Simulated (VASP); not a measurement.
Input of a VASP 6.6.1 run:

File INCAR:

```
SYSTEM = C
  PREC = Accurate
  ENCUT = 520
  EDIFF = 1E-6
  ISMEAR = 0
  SIGMA = 0.05
  LREAL = .False.
  LASPH = .True.
  NELM = 80
  ALGO = Normal
  ISIF = 2
  LWAVE = .False.
  LCHARG = .False.
  GGA = PE
  NBANDS = 11
```

The input KPOINTS:

```
regular mesh
0
Gamma
  12 12 12
  0 0 0
```

The input POSCAR:

```
C
1.0
    0.0000000000      1.8147081080      1.6880414820
    1.8147081080      0.0000000000      1.6880414820
    1.8147081080      1.8147081080      0.0000000000
C
2
Direct
    0.5000000000      0.5000000000      0.5000000000
    0.7500000000      0.7500000000      0.7500000000
```

Potentials or basis: VASP PAW PBE potentials, release 64 (C).

The run is started by

```sh
$ cat potpaw_PBE.64/C/POTCAR > POTCAR
$ mpirun -np 1 vasp_std > vasp.out
```

(1) Estimate the band gap on the k mesh.

(2) What does it give for the pressure?

## Answers

(1) 2.40 eV, indirect (least direct gap 4.41 eV).

(2) 11.8 GPa.
